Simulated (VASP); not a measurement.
Here is a VASP 6.6.1 calculation.

The input POSCAR:

```
HfO2
1.0
    0.0000000000      2.5293298899      2.5293298899
    2.5293298899      0.0000000000      2.5293298899
    2.5293298899      2.5293298899      0.0000000000
Hf O
1 2
Direct
    0.0000000000      0.0000000000      0.0000000000
    0.2500000000      0.2500000000      0.2500000000
    0.7500000000      0.7500000000      0.7500000000
```

File INCAR.step1:

```
SYSTEM = HfO2
ALGO = Normal
EDIFF = 1E-4
ENCUT = 520
GGA = PE
ISMEAR = -1
LASPH = .TRUE.
LCHARG = .FALSE.
LREAL = .FALSE.
LWAVE = .TRUE.
NBANDS = 18
NELM = 60
PREC = Accurate
SIGMA = 0.1
```

INCAR.step2

```
SYSTEM = HfO2
ALGO = Normal
EDIFF = 1E-6
ENCUT = 520
ISIF = 2
ISMEAR = -1
ISTART = 1
LASPH = .TRUE.
LCHARG = .FALSE.
LMIXTAU = .TRUE.
LREAL = .FALSE.
LWAVE = .FALSE.
METAGGA = R2SCAN
NBANDS = 18
NELM = 60
PREC = Accurate
SIGMA = 0.1
```

The input KPOINTS:

```
k-points
0
G
  11 11 11
  0 0 0
```

Potentials or basis: VASP PAW PBE potentials, release 64 (Hf_pv, O).

Launch:

```sh
$ cat potpaw_PBE.64/Hf_pv/POTCAR potpaw_PBE.64/O/POTCAR > POTCAR
$ cp INCAR.step1 INCAR
$ mpirun -np 1 vasp_std > vasp.out
$ cp INCAR.step2 INCAR
$ mpirun -np 1 vasp_std > vasp.out
```

Question: Estimate the band gap on the k mesh.

Answer: 4.39 eV, indirect (least direct gap 4.47 eV).

Question: Estimate the pressure.

Answer: -4.0 GPa.

Caveat: the PAW data sets were made with another functional, which shifts forces and pressure a little; spin-orbit coupling is left out, which moves the levels of the heavy elements. r2SCAN opens gaps a little over a GGA but as a rule still falls short of measured ones.
